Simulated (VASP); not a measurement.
# Ti4Al in VASP: a series of runs

Ti4Al is run at these levels: PBE; tasks: single point.

All numbers are computed with VASP 6.6.1; they aren't measurements. Logs are shortened: lines on timing, memory, paths and dates and some standing lists are left out, and cuts for length are marked.

### Step 1. The cell of the first run

The cell holds an amorphous packing of atoms, 20 atoms: a = 7.404 Å, b = 7.090 Å, c = 7.031 Å, α = 90.81°, β = 92.14°, γ = 89.83°.

### Step 2. Single point, PBE

Contents of INCAR:

```
SYSTEM = Ti4Al
  ALGO = Normal
  EDIFF = 1E-6
  ENCUT = 520
  GGA = PE
  ISIF = 2
  ISMEAR = -1
  ISYM = 0
  LASPH = .TRUE.
  LCHARG = .TRUE.
  LELF = .TRUE.
  LREAL = Auto
  LVHAR = .TRUE.
  LWAVE = .FALSE.
  NBANDS = 118
  NELM = 80
  PREC = Accurate
  SIGMA = 0.087
```

Contents of KPOINTS:

```
Automatic mesh
0
Gamma
  1 1 1
  0.25 0.25 0.25
```

Contents of POSCAR:

```
Ti4Al
1.0
    7.4031320000      0.0101080000     -0.1346870000
    0.0101080000      7.0902150000     -0.0499130000
   -0.1346870000     -0.0499130000      7.0297780000
Ti Al
16 4
Direct
    0.8546073899     -0.0143995651      0.3816312236
    0.5156787268      0.8969372816      0.5649760279
    0.4145018033      0.2038813225      0.8288060210
    0.0316168976      0.3797778282      0.4345769149
    0.6208518356      0.2671834854      0.1526040510
    0.2672032651      0.4523654643      0.1169493153
    0.3931240308      0.4747125387      0.5274709988
    0.9342585680      0.7052924120      0.0624751939
    0.7039157625      0.2506204894      0.6430656164
    0.7692937135      0.9701420297      0.8718889219
    0.8395179498      0.7032697984      0.6048308296
    0.3293223608      0.1749947427      0.3473071203
    0.3932269277      0.9074720469      0.0831377901
    0.0994702257      0.0655916679      0.6756050082
    0.6004815002      0.5399791714      0.8862838958
    0.2340748402      0.7195741175      0.7852309050
   -0.0163744520      0.3919874676      0.8473125104
    0.1559988128      0.7571003402      0.3930043255
    0.6574796605      0.6497654539      0.2817015994
    0.0594877937      0.1097912043      0.0975206103
```

Potentials or basis: VASP PAW PBE potentials, release 64 (Ti_sv, Al).

On the command line:

```
> cat potpaw_PBE.64/Ti_sv/POTCAR potpaw_PBE.64/Al/POTCAR > POTCAR
> mpirun -np 1 vasp_std > vasp.out
```

OUTCAR:

```text
SYSTEM = Ti4Al
   EDIFF = 1E-6
   ENCUT = 520
   GGA = PE
   ISIF = 2
   ISMEAR = -1
   ISYM = 0
   LASPH = .TRUE.
   LREAL = Auto
   NELM = 80
   PREC = Accurate

 ion  position               nearest neighbor table
   1  0.855  0.986  0.382-  11 2.57  20 2.71  14 2.75  18 2.75  19 2.86   9 2.86
   2  0.516  0.897  0.565-  11 2.77  12 2.84  10 2.85  19 2.86   9 2.91  18 3.05
   3  0.415  0.204  0.829-   9 2.58  14 2.71   5 2.73  15 2.77  13 2.79   7 2.88   6 2.91
   4  0.032  0.380  0.435-  12 2.72   7 2.81  14 2.85  18 2.85  17 2.94  20 3.04
   5  0.621  0.267  0.153-  12 2.69  15 2.71   3 2.73  19 2.86
   6  0.267  0.452  0.117-  12 2.59  17 2.81  20 2.88   3 2.91  18 3.02
   7  0.393  0.475  0.527-  12 2.50  16 2.78  18 2.81   4 2.81   3 2.88   9 2.89  19 2.95
   8  0.934  0.705  0.062-  10 2.60  19 2.64  17 2.70  18 2.82  20 3.02
   9  0.704  0.251  0.643-   3 2.58  10 2.61  17 2.67  15 2.78   1 2.86   7 2.89   2 2.91
  10  0.769  0.970  0.872-   8 2.60   9 2.61  11 2.71  20 2.80   2 2.85
  11  0.840  0.703  0.605-   1 2.57  19 2.62  10 2.71   2 2.77  18 2.85  17 2.98
  12  0.329  0.175  0.347-   7 2.50   6 2.59  20 2.65   5 2.69  13 2.69   4 2.72   2 2.84
  13  0.393  0.907  0.083-  12 2.69  16 2.70   3 2.79  20 2.86  19 2.99  18 3.05
  14  0.099  0.066  0.676-   3 2.71  17 2.75   1 2.75  16 2.75   4 2.85  18 2.97  20 3.00
  15  0.600  0.540  0.886-   5 2.71   3 2.77   9 2.78  19 2.89  17 3.04
  16  0.234  0.720  0.785-  13 2.70  14 2.75   7 2.78  18 2.81  17 3.02
  17  0.984  0.392  0.847-   9 2.67   8 2.70  20 2.73  14 2.75   6 2.81   4 2.94  11 2.98  16 3.02
                            15 3.04
  18  0.156  0.757  0.393-   1 2.75   7 2.81  16 2.81   8 2.82  11 2.85   4 2.85  14 2.97   6 3.02
                             2 3.05  13 3.05  20 3.33
  19  0.657  0.650  0.282-  11 2.62   8 2.64   5 2.86   2 2.86   1 2.86  15 2.89   7 2.95  13 2.99

  20  0.059  0.110  0.098-  12 2.65   1 2.71  17 2.73  10 2.80  13 2.86   6 2.88  14 3.00   8 3.02
                             4 3.04  18 3.33

IMPORTANT INFORMATION: All symmetrisations will be switched off!
NOSYMM: (Re-)initialisation of all symmetry stuff for point group C_1.

----------------------------------------------------------------------------------------

                                     Primitive cell

  volume of cell :     368.8440

  direct lattice vectors                    reciprocal lattice vectors
     7.403132000  0.010108000 -0.134687000     0.135125281 -0.000174422  0.002587694
     0.010108000  7.090215000 -0.049913000    -0.000174422  0.141046722  0.000998122
    -0.134687000 -0.049913000  7.029778000     0.002587694  0.000998122  0.142308669

  length of vectors
     7.404363995  7.090397889  7.031245311     0.135150169  0.141050361  0.142335693

  position of ions in fractional coordinates (direct lattice)
     0.854607390  0.985600435  0.381631224
     0.515678727  0.896937282  0.564976028
     0.414501803  0.203881323  0.828806021
     0.031616898  0.379777828  0.434576915
     0.620851836  0.267183485  0.152604051
     0.267203265  0.452365464  0.116949315
[... 12 lines left out ...]
     0.657479661  0.649765454  0.281701599
     0.059487794  0.109791204  0.097520610

  ion indices of the primitive-cell ions
   primitive index   ion index
                 1           1
                 2           2
                 3           3
                 4           4
                 5           5
                 6           6
[... 12 lines left out ...]
                19          19
                20          20

----------------------------------------------------------------------------------------

 KPOINTS: Automatic mesh

Automatic generation of k-mesh.
 Grid dimensions read from file:
 generate k-points for:    1    1    1

 Generating k-lattice:

  Cartesian coordinates                     Fractional coordinates (reciprocal lattice)
     0.135125281 -0.000174422  0.002587694     1.000000000 -0.000000000  0.000000000
    -0.000174422  0.141046722  0.000998122    -0.000000000  1.000000000  0.000000000
     0.002587694  0.000998122  0.142308669     0.000000000  0.000000000  1.000000000

  Length of vectors
     0.135150169  0.141050361  0.142335693

  Shift w.r.t. Gamma in fractional coordinates (k-lattice)
     0.250000000  0.250000000  0.250000000

 Subroutine IBZKPT returns following result:
 ===========================================

 Found      1 irreducible k-points:

 Following reciprocal coordinates:
            Coordinates               Weight
  0.250000  0.250000  0.250000      2.000000
   k-points           NKPTS =      1   k-points in BZ     NKDIM =      1   number of bands    NBANDS=    118
   number of dos      NEDOS =    301   number of ions     NIONS =     20
   total plane-waves  NPLWV = 163296
   dimension x,y,z NGX =    56 NGY =   54 NGZ =   54
   dimension x,y,z NGXF=   112 NGYF=  108 NGZF=  108
   ions per type =              16   4
   NGX,Y,Z   is equivalent  to a cutoff of  12.57, 12.66, 12.77 a.u.
   NGXF,Y,Z  is equivalent  to a cutoff of  25.15, 25.32, 25.54 a.u.
 SYSTEM =  Ti4Al
   PREC   = accura    normal or accurate (medium, high low for compatibility)
   ISTART =      0    job   : 0-new  1-cont  2-samecut
   ICHARG =      2    charge: 1-file 2-atom 10-const
   ISPIN  =      1    spin polarized calculation?
   LNONCOLLINEAR =      F non collinear calculations
   LSORBIT =      F    spin-orbit coupling
   LASPH  =      T    aspherical Exc in radial PAW
   ENCUT  =  520.0 eV  38.22 Ry    6.18 a.u.  13.77 13.18 13.07*2*pi/ulx,y,z
   NELM   =     80;   NELMIN=  2; NELMDL= -5     # of ELM steps
   EDIFF  = 0.1E-05   stopping-criterion for ELM
   LREAL  =      T    real-space projection
   EDIFFG = 0.1E-04   stopping-criterion for IOM
   NSW    =      0    number of steps for IOM
   IBRION =     -1    ionic relax: 0-MD 1-quasi-New 2-CG
   NFREE  =      0    steps in history (QN), initial steepest desc. (CG)
   ISIF   =      2    stress and relaxation
   ISYM   =      0    0-nonsym 1-usesym 2-fastsym
   POTIM  = 0.5000    time-step for ionic-motion
   TEBEG  =    0.0;   TEEND  =   0.0 temperature during run
   PSTRESS=    0.0 pullay stress
   NELECT =     204.0000    total number of electrons
   NUPDOWN=      -1.0000    fix difference up-down
   EMIN   =  10.00;   EMAX   =-10.00  energy-range for DOS
   EFERMI =   0.00;   METHOD = LEGACY
   ISMEAR =    -1;   SIGMA  =   0.09  broadening in eV -4-tet -1-fermi 0-gaus
   EFERMI_NEDOS =   21; number of points for ismear=-14 and -15
   IALGO  =     38    algorithm
   IMIX   =      4    mixing-type and parameters
     AMIX     =   0.40;   BMIX     =  1.00
     AMIX_MAG =   1.60;   BMIX_MAG =  1.00
  volume/ion in A,a.u.               =      18.44       124.45
  Fermi-wavevector in a.u.,A,eV,Ry     =   1.343808  2.539429 24.569683  1.805821
  Thomas-Fermi vector in A             =   2.471853
   LORBIT       =      0    0 simple, 1 ext, 2 COOP (PROOUT), +10 PAW based schemes
   GGA     = PE    functional components
   LHFCALC =     F    Hartree Fock is set to
   AEXX    =    0.0000 exact exchange contribution
   IVDW    =     0    specifies the selected vdW correction
   LEPSILON=     F    determine dielectric tensor
   LRPA    =     F    only Hartree local field effects (RPA)
 non-spin polarized calculation
  energy-cutoff  :      520.00
  volume of cell :      368.84
 maximum number of plane-waves:      9923
 NGX is ok and might be reduce to    56
   NGX = 27   NGY = 27   NGZ = 27

 number of electron     203.9999977 magnetization

 Free energy of the ion-electron system (eV)
  ---------------------------------------------------
  ext. energy  EPLUGINS =         0.00000000
  ---------------------------------------------------
  free energy    TOTEN  =      -140.17338528 eV

  energy without entropy =     -139.53196668  energy(sigma->0) =     -139.85267598

 E-fermi :   7.2342     XC(G=0): -10.8838

 val. band max:        7.1682048812   @ k =   0.2500   0.2500   0.2500
 cond. band min:       7.2760095876   @ k =   0.2500   0.2500   0.2500
 fundamental gap:      0.1078047064
 Fermi energy:         7.2341641102

 k-point     1 :       0.2500    0.2500    0.2500
  band No.  band energies     occupation
      1     -49.7031      2.00000
      2     -49.6706      2.00000
      3     -49.5891      2.00000
      4     -49.5237      2.00000
      5     -49.5110      2.00000
      6     -49.4975      2.00000
[... 106 lines left out ...]
    113       8.0718      0.00013
    114       8.1091      0.00009
 [bands above 114 left out]

------------------------ aborting loop because EDIFF is reached ----------------------------------------

  FORCE on cell =-STRESS in cart. coord.  units (eV):
  Direction    XX          YY          ZZ          XY          YZ          ZX
  --------------------------------------------------------------------------------------
  -------------------------------------------------------------------------------------
  Total       -9.5034288    -10.6179561     -8.3262390     -1.8245196      0.9283768      2.5657238
  in kB      -41.2808102    -46.1220720    -36.1673556     -7.9253127      4.0326652     11.1449414
  external PRESSURE =     -41.1900793 kB  Pullay stress =       0.0000000 kB

 VOLUME and BASIS-vectors are now :
 -----------------------------------------------------------------------------
  energy-cutoff  :      520.00
  volume of cell :      368.84
      direct lattice vectors                 reciprocal lattice vectors
     7.403132000  0.010108000 -0.134687000     0.135125281 -0.000174422  0.002587694
     0.010108000  7.090215000 -0.049913000    -0.000174422  0.141046722  0.000998122
    -0.134687000 -0.049913000  7.029778000     0.002587694  0.000998122  0.142308669

 POSITION                                       TOTAL-FORCE (eV/Angst)
 -----------------------------------------------------------------------------------
      6.28533      6.97771      2.51848        -0.895142      0.674069     -0.358813
      3.75061      6.33649      3.85743        -0.697414      0.078140      0.208371
      2.95904      1.40838      5.76032        -0.728347      0.014086      0.390491
      0.17937      2.67134      3.03176        -0.922259      0.118143     -0.681101
      4.57840      1.89305      0.97582         1.427809     -0.247713      0.361720
      1.96696      3.20423      0.76356         0.554973      0.815520     -0.437590
[... 12 lines left out ...]
      4.83603      4.59956      1.85931        -1.106175     -0.464843     -0.343189
      0.42837      0.77418      0.67206        -0.084372     -0.130209     -0.502209
 -----------------------------------------------------------------------------------
    total drift:                               -0.051515     -0.002544      0.009740

  FREE ENERGIE OF THE ION-ELECTRON SYSTEM (eV)
  ---------------------------------------------------
  free  energy   TOTEN  =      -140.1733852848 eV

  energy  without entropy=     -139.5319666839  energy(sigma->0) =     -139.85267598
```

Wall time 90 s (1 thread of Intel Xeon 6975P-C (Granite Rapids), shared host); peak memory 0.38 GiB.

What came out:

* Free energy: -140.1734 eV
* Pressure: -4.1 GPa
* Largest force: 1.889 eV/Å
* Band gap on the k mesh: 0.11 eV

Forces in eV/Å, atoms in the order of the input:
```
Ti  -0.895  0.674 -0.359
Ti  -0.697  0.078  0.208
Ti  -0.728  0.014  0.390
Ti  -0.922  0.118 -0.681
Ti   1.428 -0.248  0.362
Ti   0.555  0.816 -0.438
Ti   0.563  0.673  0.337
Ti   1.102  0.212 -0.145
Ti   0.510 -0.206 -1.697
Ti  -1.197  0.109  0.049
Ti   0.482 -0.799  1.264
Ti  -0.308 -1.351  1.284
Ti   0.612 -0.717  0.179
Ti  -0.003 -0.287  0.234
Ti  -0.198  1.338 -0.258
Ti   0.056 -0.806  0.267
Al   0.178  0.436 -0.035
Al   0.655  0.541 -0.117
Al  -1.106 -0.465 -0.343
Al  -0.084 -0.130 -0.502
```

Caveat: the k points lie up to 0.89 Å⁻¹ apart.

### Step 3. Single point, PBE

Contents of INCAR:

```
ALGO     = Normal         # electronic algorithm
EDIFF    = 1E-6           # SCF threshold, eV
ENCUT    = 520            # plane-wave cutoff, eV
GGA      = PE             # functional
ISIF     = 2              # what is computed and relaxed
ISMEAR   = -1             # smearing method
ISYM     = 0            
LASPH    = T              # aspherical terms in the spheres
LCHARG   = F              # write CHGCAR
LREAL    = Auto         
LWAVE    = F              # write WAVECAR
NBANDS   = 118            # bands
NELM     = 60             # most SCF steps
PREC     = Accurate       # precision mode
SIGMA    = 0.05           # smearing width, eV
```

KPOINTS is that of step 2.

Contents of POSCAR:

```
Ti4Al
1.0
    7.4031320000      0.0101080000     -0.1346870000
    0.0101080000      7.0902150000     -0.0499130000
   -0.1346870000     -0.0499130000      7.0297780000
Ti Al
16 4
Direct
    0.8453515727      0.9785268214      0.3667854200
    0.4939781890      0.8817924184      0.5583307674
    0.4197666806      0.1960953291      0.8418056475
    0.0085101320      0.3709211575      0.3942615246
    0.6421670277      0.2365991472      0.1622191944
    0.2931968103      0.4744637345      0.1169939801
    0.3848877578      0.4710588989      0.5430913096
    0.9667676542      0.7320843732      0.0678719246
    0.7145194955      0.2372621573      0.5710750686
    0.7210093258      0.9735573828      0.8732017928
    0.8505145887      0.7052565889      0.6425750188
    0.2920800796      0.1460370701      0.3830178617
    0.4109521236      0.8792641443      0.1184406705
    0.0949325188      0.0546201669      0.6972392916
    0.5856368631      0.5923488012      0.8842981354
    0.2530223291      0.7178953035      0.8019273335
    0.9910499291      0.4062437924      0.8440959854
    0.1613559513      0.7794776645      0.4022241695
    0.6334716780      0.6096629464      0.2858473634
    0.0477830708      0.1270614632      0.0705243860
```

Potentials or basis: VASP PAW PBE potentials, release 64 (Ti_sv, Al).

On the command line:

```
> cat potpaw_PBE.64/Ti_sv/POTCAR potpaw_PBE.64/Al/POTCAR > POTCAR
> mpirun -np 1 vasp_std > vasp.out
```

Wall time 87 s (1 thread of Intel Xeon 6975P-C (Granite Rapids), shared host); peak memory 0.38 GiB.

The run converged. Its results:

* Free energy: -140.9696 eV
* Pressure: -5.4 GPa
* Largest force: 1.365 eV/Å
* Band gap on the k mesh: 0.11 eV

Forces in eV/Å, atoms in the order of the input:
```
Ti   0.084 -0.199 -0.147
Ti   0.857  0.044  0.150
Ti  -0.465  0.159 -0.026
Ti  -0.378  0.918  0.326
Ti  -0.007  0.611  0.105
Ti  -0.131 -0.258  0.308
Ti  -0.252  0.228  0.114
Ti  -0.414 -0.243 -0.586
Ti  -0.689  0.431  1.097
Ti   0.527 -0.153 -0.164
Ti  -0.013 -0.006 -0.489
Ti   0.562 -0.071 -0.896
Ti  -0.185  0.488  0.038
Ti  -0.572 -0.200 -0.634
Ti   0.697 -0.758 -0.147
Ti  -0.728 -0.185  0.015
Al  -0.134  0.217 -0.451
Al  -0.067 -0.742  0.362
Al   1.005  0.002  0.458
Al   0.303 -0.283  0.568
```

Stress tensor (GPa, compression positive):
```
-6.22 -2.75  0.91
-2.75 -5.09  1.12
 0.91  1.12 -4.89
```

Levels at points of the mesh, in eV from the valence-band top:
```tsv
k point	band 100	band 101	band 102	band 103	band 104	band 105
(0.25, 0.25, 0.25)	-0.17	-0.09	0.00	0.11	0.13	0.23
```

Caveat: the k points lie up to 0.89 Å⁻¹ apart.
